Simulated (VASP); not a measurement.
# Ir (P6_3/mmc) in VASP: further runs, part 2 of 2

VASP 6.6.1. The steps go on from the part before.

### Step 3. Single point, r2SCAN, collinear spin

POSCAR

```
Ir
1.0
    2.7513778946      0.0000000000      0.0000000000
   -1.3756889473      2.3827631521      0.0000000000
    0.0000000000      0.0000000000      4.4622900000
Ir
2
Direct
    0.6666666667      0.3333333333      0.7500000000
    0.3333333333      0.6666666667      0.2500000000
```

INCAR.step1

```
PREC     = Accurate       # precision mode
ENCUT    = 620            # plane-wave cutoff, eV
ISMEAR   = -1             # smearing method
SIGMA    = 0.08           # smearing width, eV
LREAL    = False          # projectors in reciprocal space
LASPH    = True           # aspherical terms in the spheres
NELM     = 200            # most SCF steps
ISPIN    = 2              # spin polarisation
MAGMOM   = 0.35 0.35      # initial moments
NUPDOWN  = 0.7            # fixed moment
LMAXMIX  = 4              # l up to which the mixer works
NBANDS   = 28             # bands
GGA      = PE             # functional
ALGO     = Normal         # electronic algorithm
EDIFF    = 1E-5           # SCF threshold, eV
LWAVE    = True           # write WAVECAR
LCHARG   = False          # write CHGCAR
GGA_COMPAT= False
```

INCAR.step2

```
PREC     = Accurate       # precision mode
ENCUT    = 620            # plane-wave cutoff, eV
EDIFF    = 1E-6           # SCF threshold, eV
ISMEAR   = -1             # smearing method
SIGMA    = 0.08           # smearing width, eV
LREAL    = False          # projectors in reciprocal space
LASPH    = True           # aspherical terms in the spheres
NELM     = 200            # most SCF steps
ALGO     = Normal         # electronic algorithm
ISIF     = 2              # what is computed and relaxed
LWAVE    = False          # write WAVECAR
LCHARG   = False          # write CHGCAR
ISPIN    = 2              # spin polarisation
MAGMOM   = 0.35 0.35      # initial moments
LORBIT   = 11             # projections on sites
NUPDOWN  = 0.7            # fixed moment
LMAXMIX  = 4              # l up to which the mixer works
METAGGA  = R2SCAN         # meta-GGA
LMIXTAU  = True         
NBANDS   = 28             # bands
ISTART   = 1            
GGA_COMPAT= False
```

KPOINTS

```
regular mesh
0
Gamma
  14 14 8
```

Potentials or basis: VASP PAW PBE potentials, release 64 (Ir_sv_GW).

Started as:

```sh
cat potpaw_PBE.64/Ir_sv_GW/POTCAR > POTCAR
cp INCAR.step1 INCAR
mpirun -np 1 vasp_std > vasp.out
cp INCAR.step2 INCAR
mpirun -np 1 vasp_std > vasp.out
```

OUTCAR:

```text
PREC = Accurate
   ENCUT = 620
   EDIFF = 1E-6
   ISMEAR = -1
   LREAL = False
   LASPH = True
   NELM = 200
   ISIF = 2
   ISPIN = 2
   LORBIT = 11
   NUPDOWN = 0.7
   METAGGA = R2SCAN
   ISTART = 1

 ion  position               nearest neighbor table
   1  0.667  0.333  0.750-   2 2.74   2 2.74   2 2.74   2 2.74   2 2.74   2 2.74
   2  0.333  0.667  0.250-   1 2.74   1 2.74   1 2.74   1 2.74   1 2.74   1 2.74

  LATTYP: Found a hexagonal cell.
 ALAT       =     2.7513778946
 C/A-ratio  =     1.6218382828

  Lattice vectors:

 A1 = (   2.7513778946,   0.0000000000,   0.0000000000)
 A2 = (  -1.3756889473,   2.3827631521,   0.0000000000)
 A3 = (   0.0000000000,   0.0000000000,   4.4622900000)

Analysis of symmetry for initial positions (statically):
=====================================================================
 Subroutine PRICEL returns:
 Original cell was already a primitive cell.

 Routine SETGRP: Setting up the symmetry group for a
 hexagonal supercell.

 Subroutine GETGRP returns: Found 24 space group operations
 (whereof 12 operations were pure point group operations)
 out of a pool of 24 trial point group operations.

The static configuration has the point symmetry D_3d.
 The point group associated with its full space group is D_6h.

Analysis of symmetry for dynamics (positions and initial velocities):
=====================================================================
 Subroutine PRICEL returns:
 Original cell was already a primitive cell.

 Routine SETGRP: Setting up the symmetry group for a
 hexagonal supercell.

 Subroutine GETGRP returns: Found 24 space group operations
 (whereof 12 operations were pure point group operations)
 out of a pool of 24 trial point group operations.

The dynamic configuration has the point symmetry D_3d.
 The point group associated with its full space group is D_6h.

Analysis of structural, dynamic, and magnetic symmetry:
=====================================================================
[... 155 lines left out ...]
  free energy    TOTEN  =      -105.59885793 eV

  energy without entropy =     -105.54744979  energy(sigma->0) =     -105.57315386

 E-fermi :  12.0183     XC(G=0): -15.6580

 val. band max:       12.2294616742   @ k =   0.0000   0.0000   0.0000
 cond. band min:      12.0232086360   @ k =   0.4286  -0.0000   0.2500
 fundamental gap:     -0.2062530382
 Fermi energy:        12.2349924996

 spin component 1

 k-point     1 :       0.0000    0.0000    0.0000
  band No.  band energies     occupation
      1     -83.0269      1.00000
      2     -82.9607      1.00000
      3     -39.6701      1.00000
      4     -39.0011      1.00000
      5     -39.0011      1.00000
      6     -38.9096      1.00000
[... 733 lines left out ...]
     27      27.9654      0.00000
     28      36.9314      0.00000

 [... further k-points ...]

 spin component 2

 k-point     1 :       0.0000    0.0000    0.0000
  band No.  band energies     occupation
      1     -82.7822      1.00000
      2     -82.7156      1.00000
      3     -39.3402      1.00000
      4     -38.6885      1.00000
      5     -38.6885      1.00000
      6     -38.5773      1.00000
[... 733 lines left out ...]
     27      28.0447      0.00000
     28      37.0351      0.00000

 [... further k-points ...]

------------------------ aborting loop because EDIFF is reached ----------------------------------------

  FORCE on cell =-STRESS in cart. coord.  units (eV):
  Direction    XX          YY          ZZ          XY          YZ          ZX
  --------------------------------------------------------------------------------------
  -------------------------------------------------------------------------------------
  Total       -1.4836943     -1.4836943     -1.6729005     -0.0000000     -0.0000000      0.0000000
  in kB      -81.2579926    -81.2579926    -91.6203136     -0.0000000     -0.0000000      0.0000000
  external PRESSURE =     -84.7120996 kB  Pullay stress =       0.0000000 kB

 VOLUME and BASIS-vectors are now :
 -----------------------------------------------------------------------------
  energy-cutoff  :      620.00
  volume of cell :       29.25
      direct lattice vectors                 reciprocal lattice vectors
     2.751377895  0.000000000  0.000000000     0.363454254  0.209840411  0.000000000
    -1.375688947  2.382763152  0.000000000     0.000000000  0.419680823  0.000000000
     0.000000000  0.000000000  4.462290000     0.000000000  0.000000000  0.224100182

 POSITION                                       TOTAL-FORCE (eV/Angst)
 -----------------------------------------------------------------------------------
      1.37569      0.79425      3.34672        -0.000000      0.000000      0.000000
     -0.00000      1.58851      1.11557         0.000000     -0.000000      0.000000
 -----------------------------------------------------------------------------------
    total drift:                                0.000000     -0.000000      0.000000

  FREE ENERGIE OF THE ION-ELECTRON SYSTEM (eV)
  ---------------------------------------------------
  free  energy   TOTEN  =      -105.5988579297 eV

  energy  without entropy=     -105.5474497917  energy(sigma->0) =     -105.57315386

 total charge

# of ion       s       p       d       f       tot
--------------------------------------------------
    1        3.637   6.100   6.314   0.022  16.073
    2        3.637   6.100   6.314   0.022  16.073
--------------------------------------------------
tot          7.274  12.201  12.628   0.044  32.147

 magnetization (x)

# of ion       s       p       d       f       tot
--------------------------------------------------
    1        0.048  -0.000   0.355   0.001   0.404
    2        0.048  -0.000   0.355   0.001   0.404
--------------------------------------------------
tot          0.096  -0.000   0.710   0.001   0.807
```

OUTCAR.step1:

```text
PREC = Accurate
   ENCUT = 620
   ISMEAR = -1
   LREAL = False
   LASPH = True
[... 1735 lines left out ...]
      1.37569      0.79425      3.34672        -0.000000      0.000000      0.000000
     -0.00000      1.58851      1.11557         0.000000     -0.000000      0.000000
 -----------------------------------------------------------------------------------
    total drift:                                0.000000     -0.000000      0.000000

  FREE ENERGIE OF THE ION-ELECTRON SYSTEM (eV)
  ---------------------------------------------------
  free  energy   TOTEN  =       -18.6609249472 eV

  energy  without entropy=      -18.6076937067  energy(sigma->0) =      -18.63430933
```

OSZICAR.step1:

```text
N       E                     dE             d eps       ncg     rms          rms(c)
DAV:   1     0.386274052766E+03    0.38627E+03   -0.25991E+04 13808   0.148E+03
DAV:   2    -0.832693526556E+01   -0.39460E+03   -0.38231E+03 15764   0.490E+02
DAV:   3    -0.208295780283E+02   -0.12503E+02   -0.12358E+02 15704   0.812E+01
DAV:   4    -0.208816636950E+02   -0.52086E-01   -0.52067E-01 14652   0.578E+00
DAV:   5    -0.208818088282E+02   -0.14513E-03   -0.14513E-03 15100   0.301E-01    0.952E+01
DAV:   6    -0.188446786352E+02    0.20371E+01   -0.27936E+00 14172   0.127E+01    0.488E+01
DAV:   7    -0.186949993984E+02    0.14968E+00   -0.88945E-01 15092   0.664E+00    0.104E+01
DAV:   8    -0.186627482632E+02    0.32251E-01   -0.82455E-02 14020   0.249E+00    0.249E+00
DAV:   9    -0.186614443020E+02    0.13040E-02   -0.14957E-02 14796   0.944E-01    0.144E+00
DAV:  10    -0.186610603611E+02    0.38394E-03   -0.41122E-04 14672   0.207E-01    0.383E-01
DAV:  11    -0.186609059785E+02    0.15438E-03   -0.16712E-04 14336   0.135E-01    0.129E-01
DAV:  12    -0.186609247257E+02   -0.18747E-04   -0.19814E-05  8536   0.420E-02    0.326E-02
DAV:  13    -0.186609249472E+02   -0.22156E-06   -0.50877E-07  7276   0.741E-03
   1 F= -.18660925E+02 E0= -.18634309E+02  d E =-.532312E-01  mag=     0.7000
```

Run time: 4.5 min. Hardware: 1 thread of Intel Xeon 6975P-C (Granite Rapids), shared host; peak memory 0.32 GiB.

Results:

```yaml
Free_energy: -105.5989 eV
Pressure: -8.5 GPa
Net_moment: 0.70 μB per cell
Site_moments: Ir +0.40 μB
Valence_electrons_inside_the_program's_atomic_spheres: Ir 16.07
```

Caveat: the cell stands under tension; the PAW data sets were made with another functional, which shifts forces and pressure a little; spin-orbit coupling is left out, which moves the levels of the heavy elements; the total moment is fixed, so each spin has its own Fermi level and the state may be an excited one.
